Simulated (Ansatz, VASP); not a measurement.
GeH2 in VASP and in Ansatz

The input INCAR:

```
PREC     = Accurate       # precision mode
ENCUT    = 600            # plane-wave cutoff, eV
EDIFF    = 1E-6           # SCF threshold, eV
ISMEAR   = 0              # smearing method
SIGMA    = 0.1            # smearing width, eV
LREAL    = False          # projectors in reciprocal space
LASPH    = True           # aspherical terms in the spheres
NELM     = 60             # most SCF steps
ALGO     = Normal         # electronic algorithm
ISIF     = 3              # what is computed and relaxed
LWAVE    = False          # write WAVECAR
LCHARG   = False          # write CHGCAR
GGA      = PS             # functional
IBRION   = 2              # ionic algorithm
NSW      = 80             # ionic steps
EDIFFG   = -0.01          # ionic threshold
```

Contents of KPOINTS:

```
regular mesh
0
Gamma
  16 16 16
```

File POSCAR:

```
GeH2
1.0
   -1.7604083162      1.7604083162      2.2315307447
    1.7604083162     -1.7604083162      2.2315307447
    1.7604083162      1.7604083162     -2.2315307447
Ge H
1 2
Direct
    0.0000000000      0.0000000000      0.0000000000
    0.7500000000      0.2500000000      0.5000000000
    0.2500000000      0.7500000000      0.5000000000
```

Input for Ansatz:

```yaml
crystal:
  lattice:
    - [-1.7604083162, 1.7604083162, 2.2315307447]
    - [1.7604083162, -1.7604083162, 2.2315307447]
    - [1.7604083162, 1.7604083162, -2.2315307447]
  atoms:
    - { symbol: Ge, position: [0.0, 0.0, 0.0] }
    - { symbol: H, position: [0.75, 0.25, 0.5] }
    - { symbol: H, position: [0.25, 0.75, 0.5] }
basis:
  ecutwfc: 420
kpoints:
  mp_grid: { grid: [16, 16, 16] }
hamiltonian:
  xc: pbesol
scf:
  occupations: { method: gaussian, width: 0.1 }
output:
  forces: true
  stress: true
  eigenvalues: true
relax:
  adjacent_minimum: "off"
  f_tol: 0.01
  max_steps: 60
  cell: { stress_tol: 0.1 }
```

Alike in both runs: task relaxation of cell and atoms; functional PBEsol; k mesh 16 × 16 × 16; occupations gaussian, width 0.1 eV; no spin polarisation.

|  | VASP | Ansatz |
| --- | --- | --- |
| version | VASP 6.6.1 | Ansatz 0.2.0 |
| potentials or method | VASP PAW PBE potentials, release 64 (Ge_d, H), cutoff 600 eV | scalar-relativistic, plane waves, PAW |
| valence electrons in the cell | 16 | 16 |

VASP gave:

* gap on the k mesh at the Fermi level, each at its own relaxed structure (eV): none
* relaxed volume (Å³/atom): 9.25
* relaxed cell length with the largest relative difference (Å): 3.398

**Question.** Estimate Ansatz's values.

**Answer.** gap on the k mesh at the Fermi level, each at its own relaxed structure (eV): none; relaxed volume (Å³/atom): 9.23; relaxed cell length with the largest relative difference (Å): 3.375.

VASP's potentials were made for PBE, not for PBEsol. A gap of «none» marks a metal or a gap that the smearing closes.
